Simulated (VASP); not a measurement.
Input of a VASP 6.6.1 run:

Contents of INCAR:

```
SYSTEM = W
  ALGO = Normal
  EDIFF = 1E-6
  ENCUT = 520
  GGA = PE
  ISIF = 2
  ISMEAR = -1
  LASPH = .True.
  LCHARG = .False.
  LREAL = .False.
  LWAVE = .False.
  NBANDS = 66
  NELM = 60
  PREC = Accurate
  SIGMA = 0.05
```

KPOINTS

```
k-points
0
Gamma
  9 9 9
  0 0 0
```

POSCAR

```
W
1.0
    5.0488848781      0.0000000000      0.0000000000
    0.0000000000      5.0488848781      0.0000000000
    0.0000000000      0.0000000000      5.0488848781
W
8
Direct
    0.0000000000      0.0000000000      0.0000000000
    0.5000000000      0.5000000000      0.5000000000
    0.0000000000      0.5000000000      0.2500000000
    0.0000000000      0.5000000000      0.7500000000
    0.2500000000      0.0000000000      0.5000000000
    0.7500000000      0.0000000000      0.5000000000
    0.5000000000      0.7500000000      0.0000000000
    0.5000000000      0.2500000000      0.0000000000
```

Potentials or basis: VASP PAW PBE potentials, release 64 (W_sv).

The run is started by

```sh
$ cat potpaw_PBE.64/W_sv/POTCAR > POTCAR
$ mpirun -np 1 vasp_std > vasp.out
```

(1) Estimate the band gap on the k mesh.

(2) Estimate the pressure.

## Answers

(1) zero (bands 56 and 57 overlap by 0.77 eV).

(2) 6.3 GPa.

Caveat: the cell stands under pressure; spin-orbit coupling is left out, which moves the levels of the heavy elements.
